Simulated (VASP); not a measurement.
# Ge2Sb2Te5 (P-3m1) in VASP: single point with PBEsol

Aim: the single point of Ge2Sb2Te5 with PBEsol.

Program: VASP 6.6.1. These are calculated values, not measurements. Logs are shortened: lines on timing, memory, paths and dates and some standing lists are left out, and cuts for length are marked.

**1. The cell of the first run**

The structure is trigonal, space group P-3m1 (No. 164). The conventional cell has a = 3.992 Å, b = 3.992 Å, c = 17.961 Å, α = 90.00°, β = 90.00°, γ = 120.00°. Ge (site symmetry 3m) has 6 Te at 2.74 to 3.15 Å within 3.6 Å. Within 4.0 Å of Sb (site symmetry 3m) lie 6 Te at 2.95 to 3.12 Å and 6 Sb at 3.99 Å. Within 4.1 Å of Te (site symmetry -3m) lie 6 Sb at 3.12 Å and 6 Te at 3.99 Å. Te (site symmetry 3m) has 3 Sb at 2.95 Å and 3 Ge at 3.15 Å and 6 Te at 3.99 Å within 4.0 Å. Te (site symmetry 3m) has 3 Ge at 2.74 Å and 3 Te at 3.66 Å within 3.7 Å.

**2. Single point, PBEsol (strain -0.050 along x and y, +0.050 along z)**

INCAR

```
ALGO     = Normal         # electronic algorithm
EDIFF    = 1E-6           # SCF threshold, eV
ENCUT    = 520            # plane-wave cutoff, eV
GGA      = PS             # functional
ISIF     = 2              # what is computed and relaxed
ISMEAR   = 0              # smearing method
LASPH    = True           # aspherical terms in the spheres
LCHARG   = True           # write CHGCAR
LELF     = True           # ELF
LREAL    = False          # projectors in reciprocal space
LVHAR    = True         
LWAVE    = False          # write WAVECAR
NBANDS   = 44             # bands
NELM     = 100            # most SCF steps
PREC     = Accurate       # precision mode
SIGMA    = 0.15           # smearing width, eV
```

KPOINTS

```
k-points
0
Gamma
  12 12 4
```

POSCAR

```
Ge2Sb2Te5
1.0
    3.9916474308      0.0000000000      0.0000000000
   -1.9958237154      3.4568680781      0.0000000000
    0.0000000000      0.0000000000     17.9613891962
Ge Sb Te
2 2 5
Direct
    0.0000000000      0.0000000000      0.3381075982
    0.0000000000      0.0000000000      0.6618924018
    0.3333333333      0.6666666667      0.1166940723
    0.6666666667      0.3333333333      0.8833059277
    0.0000000000      0.0000000000      0.0000000000
    0.3333333333      0.6666666667      0.7810582678
    0.6666666667      0.3333333333      0.2189417322
    0.3333333333      0.6666666667      0.4206821615
    0.6666666667      0.3333333333      0.5793178385
```

Potentials or basis: VASP PAW PBE potentials, release 64 (Ge_d, Sb, Te).

On the command line:

```console
$ cat potpaw_PBE.64/Ge_d/POTCAR potpaw_PBE.64/Sb/POTCAR potpaw_PBE.64/Te/POTCAR > POTCAR
$ mpirun -np 1 vasp_std > vasp.out
```

OUTCAR:

```text
EDIFF = 1E-6
   ENCUT = 520
   GGA = PS
   ISIF = 2
   ISMEAR = 0
   LASPH = True
   LREAL = False
   NELM = 100
   PREC = Accurate

 ion  position               nearest neighbor table
   1  0.000  0.000  0.338-   8 2.74   8 2.74   8 2.74   7 3.15   7 3.15   7 3.15
   2  0.000  0.000  0.662-   9 2.74   9 2.74   9 2.74   6 3.15   6 3.15   6 3.15
   3  0.333  0.667  0.117-   7 2.95   7 2.95   7 2.95   5 3.12   5 3.12   5 3.12
   4  0.667  0.333  0.883-   6 2.95   6 2.95   6 2.95   5 3.12   5 3.12   5 3.12
   5  0.000  0.000  0.000-   3 3.12   4 3.12   4 3.12   3 3.12   4 3.12   3 3.12
   6  0.333  0.667  0.781-   4 2.95   4 2.95   4 2.95   2 3.15   2 3.15   2 3.15
   7  0.667  0.333  0.219-   3 2.95   3 2.95   3 2.95   1 3.15   1 3.15   1 3.15
   8  0.333  0.667  0.421-   1 2.74   1 2.74   1 2.74   9 3.66   9 3.66   9 3.66
   9  0.667  0.333  0.579-   2 2.74   2 2.74   2 2.74   8 3.66   8 3.66   8 3.66

  LATTYP: Found a hexagonal cell.
 ALAT       =     3.9916474308
 C/A-ratio  =     4.4997434036

  Lattice vectors:

 A1 = (   3.9916474308,   0.0000000000,   0.0000000000)
 A2 = (  -1.9958237154,   3.4568680781,   0.0000000000)
 A3 = (   0.0000000000,   0.0000000000,  17.9613891962)

Analysis of symmetry for initial positions (statically):
=====================================================================
 Subroutine PRICEL returns:
 Original cell was already a primitive cell.

 Routine SETGRP: Setting up the symmetry group for a
 hexagonal supercell.

 Subroutine GETGRP returns: Found 12 space group operations
 (whereof 12 operations were pure point group operations)
 out of a pool of 24 trial point group operations.

The static configuration has the point symmetry D_3d.

Analysis of symmetry for dynamics (positions and initial velocities):
=====================================================================
 Subroutine PRICEL returns:
 Original cell was already a primitive cell.

 Routine SETGRP: Setting up the symmetry group for a
 hexagonal supercell.

 Subroutine GETGRP returns: Found 12 space group operations
 (whereof 12 operations were pure point group operations)
 out of a pool of 24 trial point group operations.

The dynamic configuration has the point symmetry D_3d.

 Subroutine INISYM returns: Found 12 space group operations
 (whereof 12 operations are pure point group operations),
 and found     1 'primitive' translations

----------------------------------------------------------------------------------------

                                     Primitive cell

  volume of cell :     247.8420

  direct lattice vectors                    reciprocal lattice vectors
     3.991647431  0.000000000  0.000000000     0.250523128  0.144639595  0.000000000
    -1.995823715  3.456868078  0.000000000     0.000000000  0.289279191  0.000000000
     0.000000000  0.000000000 17.961389196     0.000000000  0.000000000  0.055674981

  length of vectors
     3.991647431  3.991647431 17.961389196     0.289279191  0.289279191  0.055674981

  position of ions in fractional coordinates (direct lattice)
     0.000000000  0.000000000  0.338107598
     0.000000000  0.000000000  0.661892402
     0.333333333  0.666666667  0.116694072
     0.666666667  0.333333333  0.883305928
     0.000000000  0.000000000  0.000000000
     0.333333333  0.666666667  0.781058268
     0.666666667  0.333333333  0.218941732
     0.333333333  0.666666667  0.420682161
     0.666666667  0.333333333  0.579317839

  ion indices of the primitive-cell ions
   primitive index   ion index
                 1           1
                 2           2
                 3           3
                 4           4
                 5           5
                 6           6
                 7           7
                 8           8
                 9           9

----------------------------------------------------------------------------------------

 KPOINTS: k-points

Automatic generation of k-mesh.
 Grid dimensions read from file:
 generate k-points for:   12   12    4

 Generating k-lattice:

  Cartesian coordinates                     Fractional coordinates (reciprocal lattice)
     0.020876927  0.012053300  0.000000000     0.083333333  0.000000000  0.000000000
     0.000000000  0.024106599  0.000000000     0.000000000  0.083333333  0.000000000
     0.000000000  0.000000000  0.013918745     0.000000000  0.000000000  0.250000000

  Length of vectors
     0.024106599  0.024106599  0.013918745

  Shift w.r.t. Gamma in fractional coordinates (k-lattice)
     0.000000000  0.000000000  0.000000000

 Subroutine IBZKPT returns following result:
 ===========================================

 Found     69 irreducible k-points:

 Following reciprocal coordinates:
            Coordinates               Weight
  0.000000  0.000000  0.000000      1.000000
  0.083333 -0.000000  0.000000      6.000000
  0.166667 -0.000000  0.000000      6.000000
  0.250000  0.000000  0.000000      6.000000
  0.333333 -0.000000  0.000000      6.000000
  0.416667 -0.000000  0.000000      6.000000
[... 16 lines left out ...]
  0.166667 -0.000000  0.250000      6.000000
  0.000000  0.166667  0.250000      6.000000
 [... further k-points ...]
   k-points           NKPTS =     69   k-points in BZ     NKDIM =     69   number of bands    NBANDS=     44
   number of dos      NEDOS =    301   number of ions     NIONS =      9
   total plane-waves  NPLWV = 126000
   dimension x,y,z NGX =    30 NGY =   30 NGZ =  140
   dimension x,y,z NGXF=    60 NGYF=   60 NGZF=  280
   ions per type =               2   2   5
   NGX,Y,Z   is equivalent  to a cutoff of  12.49, 12.49, 12.96 a.u.
   NGXF,Y,Z  is equivalent  to a cutoff of  24.99, 24.99, 25.92 a.u.
 SYSTEM =  unknown system
   PREC   = accura    normal or accurate (medium, high low for compatibility)
   ISTART =      0    job   : 0-new  1-cont  2-samecut
   ICHARG =      2    charge: 1-file 2-atom 10-const
   ISPIN  =      1    spin polarized calculation?
   LNONCOLLINEAR =      F non collinear calculations
   LSORBIT =      F    spin-orbit coupling
   LASPH  =      T    aspherical Exc in radial PAW
   ENCUT  =  520.0 eV  38.22 Ry    6.18 a.u.   7.42  7.42 33.40*2*pi/ulx,y,z
   NELM   =    100;   NELMIN=  2; NELMDL= -5     # of ELM steps
   EDIFF  = 0.1E-05   stopping-criterion for ELM
   LREAL  =      F    real-space projection
   EDIFFG = 0.1E-04   stopping-criterion for IOM
   NSW    =      0    number of steps for IOM
   IBRION =     -1    ionic relax: 0-MD 1-quasi-New 2-CG
   NFREE  =      0    steps in history (QN), initial steepest desc. (CG)
   ISIF   =      2    stress and relaxation
   ISYM   =      2    0-nonsym 1-usesym 2-fastsym
   POTIM  = 0.5000    time-step for ionic-motion
   TEBEG  =    0.0;   TEEND  =   0.0 temperature during run
   PSTRESS=    0.0 pullay stress
   NELECT =      68.0000    total number of electrons
   NUPDOWN=      -1.0000    fix difference up-down
   EMIN   =  10.00;   EMAX   =-10.00  energy-range for DOS
   EFERMI =   0.00;   METHOD = LEGACY
   ISMEAR =     0;   SIGMA  =   0.15  broadening in eV -4-tet -1-fermi 0-gaus
   EFERMI_NEDOS =   21; number of points for ismear=-14 and -15
   IALGO  =     38    algorithm
   IMIX   =      4    mixing-type and parameters
     AMIX     =   0.40;   BMIX     =  1.00
     AMIX_MAG =   1.60;   BMIX_MAG =  1.00
  volume/ion in A,a.u.               =      27.54       185.84
  Fermi-wavevector in a.u.,A,eV,Ry     =   1.063782  2.010257 15.396804  1.131633
  Thomas-Fermi vector in A             =   2.199279
   LORBIT       =      0    0 simple, 1 ext, 2 COOP (PROOUT), +10 PAW based schemes
   GGA     = PS    functional components
   LHFCALC =     F    Hartree Fock is set to
   AEXX    =    0.0000 exact exchange contribution
   IVDW    =     0    specifies the selected vdW correction
   LEPSILON=     F    determine dielectric tensor
   LRPA    =     F    only Hartree local field effects (RPA)
 non-spin polarized calculation
 Gauss-broadening in eV      SIGMA  =   0.15
  energy-cutoff  :      520.00
  volume of cell :      247.84
 maximum number of plane-waves:      6738
 NGX is ok and might be reduce to    30
   NGX = 15   NGY = 15   NGZ = 67

 number of electron      68.0000022 magnetization

 Free energy of the ion-electron system (eV)
  ---------------------------------------------------
  ext. energy  EPLUGINS =         0.00000000
  ---------------------------------------------------
  free energy    TOTEN  =       -37.13659362 eV

  energy without entropy =      -37.11590301  energy(sigma->0) =      -37.12624831

 E-fermi :   7.2876     XC(G=0): -10.0039

 val. band max:        7.2731578305   @ k =   0.3333  -0.0000   0.5000
 cond. band min:       7.2994537551   @ k =   0.5000   0.0000   0.2500
 fundamental gap:      0.0262959246
 Fermi energy:         7.2876083821

 k-point     1 :       0.0000    0.0000    0.0000
  band No.  band energies     occupation
      1     -17.4819      2.00000
      2     -17.4819      2.00000
      3     -17.4819      2.00000
      4     -17.4819      2.00000
      5     -17.4675      2.00000
      6     -17.4675      2.00000
[... 36 lines left out ...]
     43       9.7436      0.00000
     44       9.9617      0.00000

 k-point     2 :       0.0833   -0.0000    0.0000
  band No.  band energies     occupation
      1     -17.4822      2.00000
      2     -17.4822      2.00000
      3     -17.4816      2.00000
      4     -17.4816      2.00000
      5     -17.4676      2.00000
      6     -17.4676      2.00000
[... 36 lines left out ...]
     43       9.9338      0.00000
     44       9.9683      0.00000

 k-point     3 :       0.1667   -0.0000    0.0000
  band No.  band energies     occupation
      1     -17.4831      2.00000
      2     -17.4831      2.00000
      3     -17.4809      2.00000
      4     -17.4809      2.00000
      5     -17.4681      2.00000
      6     -17.4681      2.00000
[... 36 lines left out ...]
     43      10.3032      0.00000
     44      10.4595      0.00000

 k-point     4 :       0.2500    0.0000    0.0000
  band No.  band energies     occupation
      1     -17.4843      2.00000
      2     -17.4843      2.00000
      3     -17.4800      2.00000
      4     -17.4800      2.00000
      5     -17.4686      2.00000
      6     -17.4686      2.00000
[... 882 lines left out ...]
     43       9.9551      0.00000
     44      10.0986      0.00000

 k-point    23 :       0.1667   -0.0000    0.2500
  band No.  band energies     occupation
      1     -17.4831      2.00000
      2     -17.4831      2.00000
      3     -17.4809      2.00000
      4     -17.4809      2.00000
      5     -17.4681      2.00000
      6     -17.4681      2.00000
[... 36 lines left out ...]
     43      10.2622      0.00000
     44      10.5102      0.00000

 k-point    24 :       0.0000    0.1667    0.2500
  band No.  band energies     occupation
      1     -17.4831      2.00000
      2     -17.4831      2.00000
      3     -17.4809      2.00000
      4     -17.4809      2.00000
      5     -17.4681      2.00000
      6     -17.4681      2.00000
[... 36 lines left out ...]
     43      10.2788      0.00000
     44      10.3278      0.00000

 [... further k-points ...]

------------------------ aborting loop because EDIFF is reached ----------------------------------------

  FORCE on cell =-STRESS in cart. coord.  units (eV):
  Direction    XX          YY          ZZ          XY          YZ          ZX
  --------------------------------------------------------------------------------------
  -------------------------------------------------------------------------------------
  Total        6.5002497      6.5002497      1.7850734     -0.0000000      0.0000000      0.0000000
  in kB       42.0209358     42.0209358     11.5396269     -0.0000000      0.0000000      0.0000000
  external PRESSURE =      31.8604995 kB  Pullay stress =       0.0000000 kB

 VOLUME and BASIS-vectors are now :
 -----------------------------------------------------------------------------
  energy-cutoff  :      520.00
  volume of cell :      247.84
      direct lattice vectors                 reciprocal lattice vectors
     3.991647431  0.000000000  0.000000000     0.250523128  0.144639595  0.000000000
    -1.995823715  3.456868078  0.000000000     0.000000000  0.289279191  0.000000000
     0.000000000  0.000000000 17.961389196     0.000000000  0.000000000  0.055674981

 POSITION                                       TOTAL-FORCE (eV/Angst)
 -----------------------------------------------------------------------------------
      0.00000      0.00000      6.07288         0.000000      0.000000     -0.200721
      0.00000      0.00000     11.88851        -0.000000     -0.000000      0.200721
     -0.00000      2.30458      2.09599        -0.000000     -0.000000     -0.254838
      1.99582      1.15229     15.86540        -0.000000      0.000000      0.254838
      0.00000      0.00000      0.00000        -0.000000     -0.000000     -0.000000
     -0.00000      2.30458     14.02889         0.000000      0.000000     -0.303440
      1.99582      1.15229      3.93250        -0.000000      0.000000      0.303440
     -0.00000      2.30458      7.55604        -0.000000     -0.000000      0.139120
      1.99582      1.15229     10.40535         0.000000      0.000000     -0.139120
 -----------------------------------------------------------------------------------
    total drift:                                0.000000     -0.000000      0.000000

  FREE ENERGIE OF THE ION-ELECTRON SYSTEM (eV)
  ---------------------------------------------------
  free  energy   TOTEN  =       -37.1365936156 eV

  energy  without entropy=      -37.1159030069  energy(sigma->0) =      -37.12624831
```

Wall time 8.7 min (1 thread of Intel Xeon 6975P-C (Granite Rapids), shared host); peak memory 0.8 GiB.

What came out:

| Item | Value |
| --- | --- |
| Free energy | -37.1366 eV |
| Pressure | 3.2 GPa |
| Largest force | 0.303 eV/Å |
| Band gap on the k mesh | zero (bands 34 and 35 overlap by 0.95 eV) |

Forces on the atoms (eV/Å):
```
Ge   0.000  0.000 -0.201
Ge   0.000  0.000  0.201
Sb   0.000  0.000 -0.255
Sb   0.000  0.000  0.255
Te   0.000  0.000  0.000
Te   0.000  0.000 -0.303
Te   0.000  0.000  0.303
Te   0.000  0.000  0.139
Te   0.000  0.000 -0.139
```

Levels at points of the mesh, in eV from the Fermi level:
```tsv
k point	band 30	band 31	band 32	band 33	band 34	band 35	band 36	band 37	band 38	band 39
(0.00, 0.00, 0.00)	-0.93	-0.93	-0.70	-0.47	0.64	0.64	0.74	0.91	1.46	1.46
(0.50, 0.00, 0.00)	-2.33	-2.29	-1.63	-1.25	-1.20	-0.29	0.72	0.81	1.57	1.74
(0.00, 0.00, 0.50)	-1.18	-0.96	-0.96	-0.10	0.60	0.68	0.68	1.00	1.35	1.35
(0.50, 0.00, 0.50)	-2.63	-2.35	-2.25	-1.51	-0.46	0.13	0.48	0.65	1.40	1.69
```

Caveat: the cell differs from its parent crystal (strain -0.050 along x and y, +0.050 along z); the cell stands under pressure; the PAW data sets were made with another functional, which shifts forces and pressure a little; spin-orbit coupling is left out, which moves the levels of the heavy elements.
